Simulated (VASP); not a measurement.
Write the native input for VASP 6.6.1 that does the following.

```
Task                   : single point
Functional             : PBE
Dispersion             : D3(BJ)
Potentials or basis    : VASP PAW PBE potentials, release 64 (Te, Mo_sv)
Cutoff                 : 520 eV
k mesh                 : 12 × 12 × 2
Occupations            : gaussian, width 0.02 eV
Spin                   : no spin polarisation
Dipole correction      : no
Further INCAR settings : ALGO = Normal; EDIFF = 1e-06; NBANDS = 35
```

The structure of Te2Mo lies in POSCAR:

```
Te2Mo
1.0
    3.5173110612      0.0000000000      0.0000000000
   -1.7586555306      3.0460807320      0.0000000000
    0.0000000000      0.0000000000     13.9445827160
Te Mo
4 2
Direct
    0.3333333333      0.6666666667      0.6199021372
    0.6666666667      0.3333333333      0.1199021372
    0.3333333333      0.6666666667      0.8800978628
    0.6666666667      0.3333333333      0.3800978628
    0.3333333333      0.6666666667      0.2500000000
    0.6666666667      0.3333333333      0.7500000000
```

One way to write it, as run:

INCAR

```
  ALGO = Normal
  EDIFF = 1E-6
  ENCUT = 520
  GGA = PE
  ISIF = 2
  ISMEAR = 0
  IVDW = 12
  LASPH = T
  LCHARG = T
  LELF = T
  LREAL = F
  LVHAR = T
  LWAVE = F
  NBANDS = 35
  NELM = 60
  PREC = Accurate
  SIGMA = 0.02
```

KPOINTS

```
k-points
0
Gamma
  12 12 2
```

Potentials or basis: VASP PAW PBE potentials, release 64 (Te, Mo_sv).

Launch:

```sh
$ cat potpaw_PBE.64/Te/POTCAR potpaw_PBE.64/Mo_sv/POTCAR > POTCAR
$ mpirun -np 1 vasp_std > vasp.out
```

It gave:

| Item | Value |
| --- | --- |
| Pressure | -1.1 GPa |
| Largest force | 0.013 eV/Å |
| Band gap on the k mesh | 0.74 eV (least direct gap 1.05 eV) |
| Dispersion energy per atom | -0.538 eV |

Caveat: semilocal functionals underestimate gaps, and a narrow one can read as zero; spin-orbit coupling is left out, which moves the levels of the heavy elements.

Run time: 8.1 min on 1 thread of Intel Xeon 8259CL, on a shared host, peak memory 0.39 GiB.
